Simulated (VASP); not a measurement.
# Mn: single point with LDA

The system is Mn.

```
Mn
1.0
     2.72469    0.00000    0.00000
     0.00000    2.72469    0.00000
     0.00000    0.00000    2.72469
Mn
2
Direct
  0.00000 0.00000 0.00000
  0.50000 0.50000 0.50000
```

This isn't the form of Mn at room conditions, which is a 58-atom cubic cell.

| Quantity | Value |
| --- | --- |
| Program | VASP 6.6.1 |
| Task | single point |
| Functional | LDA |
| Potentials or basis | VASP PAW LDA potentials, release 64 (Mn_pv) |
| Cutoff | 520 eV |
| k mesh | 11 × 11 × 11 |
| Occupations | fermi-dirac, width 0.05 eV |
| Spin | collinear spin, antiferromagnetic start |
| Starting moments | [3.0, -3.0] μB |

```json
{
  "Pressure": "0.4 GPa",
  "Band gap on the k mesh": "zero (filled and empty bands overlap)",
  "Net moment": "0.00 μB per cell",
  "Valence electrons inside the program's atomic spheres": "Mn 12.11"
}
```

Levels at points of the mesh, in eV from the Fermi level:
Spin up:
| k point | band 10 | band 11 | band 12 | band 13 | band 14 | band 15 | band 16 | band 17 |
| --- | --- | --- | --- | --- | --- | --- | --- | --- |
| (0.00, 0.00, 0.00) | -1.73 | -1.73 | -1.73 | 0.32 | 0.32 | 1.75 | 1.75 | 1.75 |
Spin down:
```csv
k point,band 10,band 11,band 12,band 13,band 14,band 15,band 16,band 17
"(0.00, 0.00, 0.00)",-1.73,-1.73,-1.73,0.32,0.32,1.75,1.75,1.75
```

Wall time 52 s on 1 thread of Intel Xeon 8259CL, on a shared host, peak memory 0.15 GiB.

Caveat: the moments typed at the start vanished in this run.
